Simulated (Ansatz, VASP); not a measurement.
Pd in VASP and in Ansatz

POSCAR

```
Pd
1.0
    0.0000000000      1.9395000000      1.9395000000
    1.9395000000      0.0000000000      1.9395000000
    1.9395000000      1.9395000000      0.0000000000
Pd
1
Direct
    0.0000000000      0.0000000000      0.0000000000
```

The input INCAR.step1:

```
SYSTEM = Pd
PREC = Accurate
ENCUT = 550
ISMEAR = -1
SIGMA = 0.1
LREAL = .False.
LASPH = .True.
NELM = 120
NBANDS = 11
GGA = PE
ALGO = Normal
EDIFF = 1E-5
LWAVE = .True.
LCHARG = .False.
GGA_COMPAT = .False.
```

File INCAR.step2:

```
SYSTEM = Pd
PREC = Accurate
ENCUT = 550
EDIFF = 1E-6
ISMEAR = -1
SIGMA = 0.1
LREAL = .False.
LASPH = .True.
NELM = 120
ALGO = Normal
ISIF = 2
LWAVE = .False.
LCHARG = .False.
METAGGA = R2SCAN
LMIXTAU = .True.
NBANDS = 11
ISTART = 1
GGA_COMPAT = .False.
```

Contents of KPOINTS:

```
regular mesh
0
Gamma
  13 13 13
  0 0 0
```

Input for Ansatz:

```yaml
crystal:
  lattice:
    - [0.0, 1.9395, 1.9395]
    - [1.9395, 0.0, 1.9395]
    - [1.9395, 1.9395, 0.0]
  atoms:
    - { symbol: Pd, position: [0.0, 0.0, 0.0] }
hamiltonian:
  xc: r2scan
  pseudopotentials: { kind: paw }
basis:
  ecutwfc: 500
kpoints:
  mp_grid: { grid: [13, 13, 13] }
scf:
  occupations: { method: fermi_dirac, width: 0.1 }
  lower_state_search: "off"
  algorithm: density_mixing
  max_iter: 70
  mixing: { algorithm: msr1, preconditioner: kerker }
output:
  forces: true
  stress: true
```

Alike in both runs: task single point; functional r2SCAN; k mesh 13 × 13 × 13; occupations fermi-dirac, width 0.1 eV; no spin polarisation.

|  | VASP | Ansatz |
| --- | --- | --- |
| version | VASP 6.6.1 | Ansatz 0.2.0 |
| potentials or method | VASP PAW PBE potentials, release 64 (Pd), cutoff 550 eV | PAW, plane waves, scalar-relativistic |
| valence electrons in the cell | 10 | 18 |

Ansatz gave:

| Property | Result |
| --- | --- |
| pressure (GPa) | 4.7 |

Problem. Estimate VASP's values.

Solution. Pressure (GPa): 5.5.

VASP's potentials were made for PBE, not for r2SCAN. The functional is the same, so the differences come from potentials, cutoffs and numerics. VASP's potentials hold 10 valence electrons a cell and Ansatz's 18, so a difference there can come from the potentials and not from the codes.
